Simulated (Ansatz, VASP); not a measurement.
# Two plane-wave programs on TiO2

```xyz
6
Lattice="4.6604 0.0000 0.0000 0.0000 4.6604 0.0000 0.0000 0.0000 2.9982" Properties=species:S:1:pos:R:3 pbc="T T T"
Ti    0.0000    0.0000    1.4991
Ti    2.3302    2.3302    0.0000
O     1.4182    1.4182    1.4991
O     0.9119    3.7484    0.0000
O     3.7484    0.9119    0.0000
O     3.2421    3.2421    1.4991
```

Alike in both runs: task single point; functional PBE; k mesh 6 × 6 × 9; occupations fermi-dirac, width 0.05 eV; no spin polarisation.

|  | VASP | Ansatz |
| --- | --- | --- |
| version | VASP 6.6.1 | Ansatz 0.2.0 |
| potentials or method | VASP PAW PBE potentials, release 64 (Ti_sv, O) | Ansatz PAW polarizable |
| plane-wave cutoff (eV) | 600 | 420 |
| valence electrons in the cell | 48 | 48 |

|  | VASP | Ansatz | Ansatz less VASP |
| --- | --- | --- | --- |
| gap on the k mesh at the Fermi level (eV) | 1.75 | 1.77 | +0.022 |
| least direct gap on the mesh (eV) | 1.75 | 1.77 | +0.022 |
| pressure (GPa) | -4.2 | -4.6 | -0.42 |
| traceless stress, the component that is largest in VASP (GPa) | -1.81 | -2.00 | -0.192 |
| rms of the force components (eV/Å) | 0.074 | 0.084 | +0.0103 |

Atom by atom the forces differ by 0.010 eV/Å (rms over components). With one functional, cell and mesh, what is left measures potentials, basis and numerics.

Noted on Ansatz's run: odd divisions of the mesh miss points on the zone boundary, where band edges often lie, so the gap on the mesh can be too wide.
